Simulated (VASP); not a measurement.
A run of VASP 6.6.1 is set up as follows.

INCAR

```
  PREC = Accurate
  ENCUT = 520
  EDIFF = 1E-7
  ISMEAR = -1
  SIGMA = 0.08
  LREAL = F
  LASPH = T
  NELM = 100
  ALGO = Normal
  ISIF = 2
  LWAVE = F
  LCHARG = F
  GGA = PE
  NBANDS = 25
```

KPOINTS

```
Automatic mesh
0
Gamma
  12 12 9
```

POSCAR

```
TiN
1.0
    2.1236374923      2.1236374923      0.0000000000
   -2.1236374923      2.1236374923      0.0000000000
    0.0000000000      0.0000000000      4.2472749846
Ti N
2 2
Direct
    0.0000000000      0.0000000000      0.0000000000
    0.5000000000      0.5000000000      0.5000000000
    0.5000000000      0.5000000000      0.0000000000
    0.0000000000      0.0000000000      0.5000000000
```

Potentials or basis: VASP PAW PBE potentials, release 64 (Ti_sv, N).

Command:

```console
$ cat potpaw_PBE.64/Ti_sv/POTCAR potpaw_PBE.64/N/POTCAR > POTCAR
$ mpirun -np 1 vasp_std > vasp.out
```

**Question.** Predict the band gap on the k mesh.

**Answer.** Zero (band 17 reaches 13.04 eV, above the bottom of band 18 at 8.35 eV).

**Question.** Predict the pressure.

**Answer.** 0.4 GPa.
